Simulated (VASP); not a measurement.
Here is a VASP 6.6.1 calculation.

INCAR

```
SYSTEM = Fe
PREC     = Accurate       ! precision mode
ENCUT    = 520            ! plane-wave cutoff, eV
EDIFF    = 1E-6           ! SCF threshold, eV
ISMEAR   = 0              ! smearing method
SIGMA    = 0.15           ! smearing width, eV
LREAL    = .False.        ! projectors in reciprocal space
LASPH    = .True.         ! aspherical terms in the spheres
NELM     = 100            ! most SCF steps
ALGO     = Normal         ! electronic algorithm
ISIF     = 2              ! what is computed and relaxed
LWAVE    = .False.        ! write WAVECAR
LCHARG   = .False.        ! write CHGCAR
GGA      = PS             ! functional
NBANDS   = 15             ! bands
```

Contents of KPOINTS:

```
Automatic mesh
0
Gamma
  33 33 18
  0 0 0
```

File POSCAR:

```
Fe
1.0
    2.4976408179      0.0000000000      0.0000000000
   -1.2488204090      2.1630203979      0.0000000000
    0.0000000000      0.0000000000      3.6332051408
Fe
2
Direct
    0.3333333333      0.6666666667      0.2500000000
    0.6666666667      0.3333333333      0.7500000000
```

Potentials or basis: VASP PAW PBE potentials, release 64 (Fe).

Run with:

```sh
$ cat potpaw_PBE.64/Fe/POTCAR > POTCAR
$ mpirun -np 1 vasp_std > vasp.out
```

(1) Estimate the pressure.

(2) Estimate the band gap on the k mesh.

## Answers

(1) 2.5 GPa.

(2) zero (band 8 reaches 7.99 eV, above the bottom of band 9 at 6.10 eV).

Caveat: the PAW data sets were made with another functional, which shifts forces and pressure a little; the run has no spin polarisation, though such a crystal can be magnetic.
